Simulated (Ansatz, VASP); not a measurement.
# One calculation of MoS2, two programs

The input INCAR:

```
ALGO = Normal
EDIFF = 1E-6
ENCUT = 520
GGA = PE
ISIF = 2
ISMEAR = 0
IVDW = 12
LASPH = T
LCHARG = F
LREAL = F
LWAVE = F
NBANDS = 35
NELM = 100
PREC = Accurate
SIGMA = 0.05
```

File KPOINTS:

```
k-points
0
Gamma
  12 12 4
```

POSCAR

```
MoS2
1.0
    3.0548705918      0.0000000000      0.0000000000
   -1.5274352959      2.6455955378      0.0000000000
    0.0000000000      0.0000000000     11.7280312675
Mo S
2 4
Direct
    0.3333333333      0.6666666667      0.2500000000
    0.6666666667      0.3333333333      0.7500000000
    0.3333333333      0.6666666667      0.6204905688
    0.6666666667      0.3333333333      0.1204905688
    0.3333333333      0.6666666667      0.8795094312
    0.6666666667      0.3333333333      0.3795094312
```

Input for Ansatz:

```yaml
crystal:
  lattice:
    - [3.0548705918, 0.0, 0.0]
    - [-1.5274352959, 2.6455955378, 0.0]
    - [0.0, 0.0, 11.7280312675]
  atoms:
    - { symbol: Mo, position: [0.3333333333, 0.6666666667, 0.25] }
    - { symbol: Mo, position: [0.6666666667, 0.3333333333, 0.75] }
    - { symbol: S, position: [0.3333333333, 0.6666666667, 0.6204905688] }
    - { symbol: S, position: [0.6666666667, 0.3333333333, 0.1204905688] }
    - { symbol: S, position: [0.3333333333, 0.6666666667, 0.8795094312] }
    - { symbol: S, position: [0.6666666667, 0.3333333333, 0.3795094312] }
basis:
  ecutwfc: 420
kpoints:
  mp_grid: { grid: [12, 12, 4] }
hamiltonian:
  xc: pbe
  dispersion: d3bj
scf:
  occupations: { method: gaussian, width: 0.05 }
output:
  forces: true
  stress: true
  eigenvalues: true
```

Change from the starting cell: strain -0.030 along x and y, -0.030 along z, atoms carried along.

Alike in both runs: task single point; functional PBE; dispersion D3(BJ); k mesh 12 × 12 × 4; occupations gaussian, width 0.05 eV; no spin polarisation.

```csv
,VASP,Ansatz
version,VASP 6.6.1,Ansatz 0.2.0
potentials or method,"VASP PAW PBE potentials, release 64 (Mo_sv, S), cutoff 520 eV","scalar-relativistic, plane waves, PAW"
valence electrons in the cell,52,52
```

```csv
,VASP,Ansatz,Ansatz less VASP
gap on the k mesh at the Fermi level (eV),0.69,0.67,-0.019
least direct gap on the mesh (eV),1.92,1.91,-0.005
pressure (GPa),17.1,17.4,+0.23
"traceless stress, the component that is largest in VASP (GPa)",1.26,1.33,+0.078
rms of the force components (eV/Å),0.779,0.791,+0.0116
```

Atom by atom the forces differ by 0.012 eV/Å (rms over components).
